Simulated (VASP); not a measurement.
## TiO2: single point with r2SCAN

TiO2:

```
Ti O
1.0
     0.00000    4.19722    4.19722
     4.19722    0.00000    4.19722
     4.19722    4.19722    0.00000
Ti O
2 4
Direct
  0.75000 0.75000 0.75000
  0.50000 0.50000 0.50000
  0.62500 0.62500 0.62500
  0.62500 0.62500 0.12500
  0.62500 0.12500 0.62500
  0.12500 0.62500 0.62500
```

```
Program             : VASP 6.6.1
Task                : single point
Functional          : r2SCAN
Potentials or basis : VASP PAW PBE potentials, release 64 (Ti_sv, O)
Cutoff              : 520 eV
k mesh              : 6 × 6 × 6
Occupations         : gaussian, width 0.02 eV
Spin                : no spin polarisation
```

* Pressure: -1.2 GPa
* Band gap on the k mesh: 3.70 eV, indirect (the least direct gap lies 2.7 meV higher)

Levels at points of the mesh, in eV from the valence-band top:
| k point | band 20 | band 21 | band 22 | band 23 | band 24 | band 25 | band 26 | band 27 | band 28 | band 29 |
| --- | --- | --- | --- | --- | --- | --- | --- | --- | --- | --- |
| (0.00, 0.00, 0.00) | -1.29 | -1.29 | 0.00 | 0.00 | 0.00 | 3.70 | 3.70 | 4.59 | 4.59 | 4.59 |
| (0.50, 0.00, 0.00) | -1.44 | -1.44 | -0.66 | -0.66 | 0.00 | 4.11 | 4.11 | 5.64 | 5.64 | 5.82 |
| (0.50, 0.50, 0.00) | -1.48 | -1.39 | -1.39 | -0.37 | -0.37 | 4.59 | 4.59 | 5.43 | 5.43 | 5.79 |

Run time: 5.4 min on 1 thread of Intel(R) Xeon(R) 6975P-C (Granite Rapids) (shared host), peak memory 0.39 GiB.

Caveat: the PAW data sets were made with another functional, which shifts forces and pressure a little. A k mesh can miss the band edges.
